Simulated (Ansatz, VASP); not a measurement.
**TiO2: VASP beside Ansatz**

The input POSCAR:

```
TiO2
1.0
    4.5890000000      0.0000000000      0.0000000000
    0.0000000000      4.8490000000      0.0000000000
   -0.7081993865      0.0000000000      4.6827502206
Ti O
4 8
Direct
    0.2789943995      0.0465515612      0.2112229560
    0.7210056005      0.5465515612      0.2887770440
    0.7210056005      0.9534484388      0.7887770440
    0.2789943995      0.4534484388      0.7112229560
    0.0855917885      0.3732413161      0.3028118077
    0.9144082115      0.8732413161      0.1971881923
    0.9144082115      0.6267586839      0.6971881923
    0.0855917885      0.1267586839      0.8028118077
    0.4338385078      0.7639177051      0.4895583137
    0.5661614922      0.2639177051      0.0104416863
    0.5661614922      0.2360822949      0.5104416863
    0.4338385078      0.7360822949      0.9895583137
```

Contents of INCAR.step1:

```
SYSTEM = TiO2
ALGO = Normal
EDIFF = 1E-5
ENCUT = 580
GGA = PE
GGA_COMPAT = .False.
ISMEAR = -1
KPAR = 4
LASPH = .True.
LCHARG = .False.
LREAL = .False.
LWAVE = .True.
NBANDS = 60
NELM = 120
PREC = Accurate
SIGMA = 0.02
```

INCAR.step2

```
SYSTEM = TiO2
ALGO = Normal
EDIFF = 1E-7
ENCUT = 580
GGA_COMPAT = .False.
ISIF = 2
ISMEAR = -1
ISTART = 1
KPAR = 4
LASPH = .True.
LCHARG = .False.
LEFG = .True.
LMIXTAU = .True.
LREAL = .False.
LWAVE = .False.
METAGGA = R2SCAN
NBANDS = 60
NELM = 120
PREC = Accurate
SIGMA = 0.02
```

The input KPOINTS:

```
k-points
0
Gamma
  7 6 7
  0 0 0
```

Input for Ansatz:

```yaml
crystal:
  lattice:
    - [4.589, 0.0, 0.0]
    - [0.0, 4.849, 0.0]
    - [-0.7081993865, 0.0, 4.6827502206]
  atoms:
    - { symbol: Ti, position: [0.2789943995, 0.0465515612, 0.211222956] }
    - { symbol: Ti, position: [0.7210056005, 0.5465515612, 0.288777044] }
    - { symbol: Ti, position: [0.7210056005, 0.9534484388, 0.788777044] }
    - { symbol: Ti, position: [0.2789943995, 0.4534484388, 0.711222956] }
    - { symbol: O, position: [0.0855917885, 0.3732413161, 0.3028118077] }
    - { symbol: O, position: [0.9144082115, 0.8732413161, 0.1971881923] }
    - { symbol: O, position: [0.9144082115, 0.6267586839, 0.6971881923] }
    - { symbol: O, position: [0.0855917885, 0.1267586839, 0.8028118077] }
    - { symbol: O, position: [0.4338385078, 0.7639177051, 0.4895583137] }
    - { symbol: O, position: [0.5661614922, 0.2639177051, 0.0104416863] }
    - { symbol: O, position: [0.5661614922, 0.2360822949, 0.5104416863] }
    - { symbol: O, position: [0.4338385078, 0.7360822949, 0.9895583137] }
kpoints:
  mp_grid: { grid: [7, 6, 7] }
scf:
  occupations: { method: fermi_dirac, width: 0.02 }
hamiltonian:
  xc: r2scan
  pseudopotentials: { kind: paw, frozen_core: stored }
output:
  forces: true
  stress: true
  populations: true
  efg: { quadrupole_moments_barn: { Ti: 0.247, O: -0.02558 } }
  write_density: true
  write_potential: true
  elf: true
  volumetric_format: npy
```

Alike in both runs: task electric field gradients; functional r2SCAN; k mesh 7 × 6 × 7; occupations fermi-dirac, width 0.02 eV; no spin polarisation.

|  | VASP | Ansatz |
| --- | --- | --- |
| version | VASP 6.6.1 | Ansatz 0.2.0 |
| potentials or method | VASP PAW PBE potentials, release 64 (Ti_sv, O) | plane-wave PAW, scalar-relativistic |
| plane-wave cutoff (eV) | 580 | 500 |
| valence electrons in the cell | 96 | 96 |

```tsv
	VASP	Ansatz	Ansatz less VASP
gap on the k mesh at the Fermi level (eV)	2.80	2.78	-0.024
pressure (GPa)	24.2	22.3	-1.86
traceless stress, the component that is largest in VASP (GPa)	0.99	0.72	-0.263
rms of the force components (eV/Å)	0.045	0.048	+0.0030
size of Vzz on the site where it differs most (V/Å²)	30.5	32.4	+1.91
```

VASP's potentials were made for PBE, not for r2SCAN. Atom by atom the forces differ by 0.028 eV/Å (rms over components). With one functional, cell and mesh, what is left measures potentials, basis and numerics.
